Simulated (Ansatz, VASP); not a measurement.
# ZnS: VASP beside Ansatz

```xyz
12
Lattice="3.8372 0.0000 0.0000 -1.9186 3.3232 0.0000 0.0000 0.0000 18.8138" Properties=species:S:1:pos:R:3 pbc="T T T"
Zn    0.0000    2.2154   15.6781
Zn    1.9186    1.1077    6.2712
Zn    1.9186    1.1077   12.5426
Zn    0.0000    2.2154    3.1357
Zn    0.0000    0.0000    9.4069
Zn    0.0000    0.0000    0.0000
S     0.0000    2.2154   18.0298
S     1.9186    1.1077    8.6229
S     1.9186    1.1077   14.8943
S     0.0000    2.2154    5.4874
S     0.0000    0.0000   11.7586
S     0.0000    0.0000    2.3517
```

Alike in both runs: task single point; functional BLYP; dispersion D3(BJ); k mesh 8 × 8 × 2; occupations fermi-dirac, width 0.05 eV; no spin polarisation.

|  | VASP | Ansatz |
| --- | --- | --- |
| version | VASP 6.6.1 | Ansatz 0.2.0 |
| potentials or method | VASP PAW PBE potentials, release 64 (Zn, S) | Ansatz PAW |
| plane-wave cutoff (eV) | 520 | 420 |
| valence electrons in the cell | 108 | 108 |

Ansatz gave:

* gap on the k mesh at the Fermi level (eV): 2.05
* least direct gap on the mesh (eV): 2.05
* pressure (GPa): -1.7
* traceless stress, the component that is largest in VASP (GPa): 0.09
* rms of the force components (eV/Å): 0.014

**Question.** What did VASP give for the same quantities?

**Answer.** gap on the k mesh at the Fermi level (eV): 2.09; least direct gap on the mesh (eV): 2.09; pressure (GPa): -1.6; traceless stress, the component that is largest in VASP (GPa): 0.09; rms of the force components (eV/Å): 0.014.

VASP's potentials were made for PBE, not for BLYP. Atom by atom the forces differ by 0.001 eV/Å (rms over components).
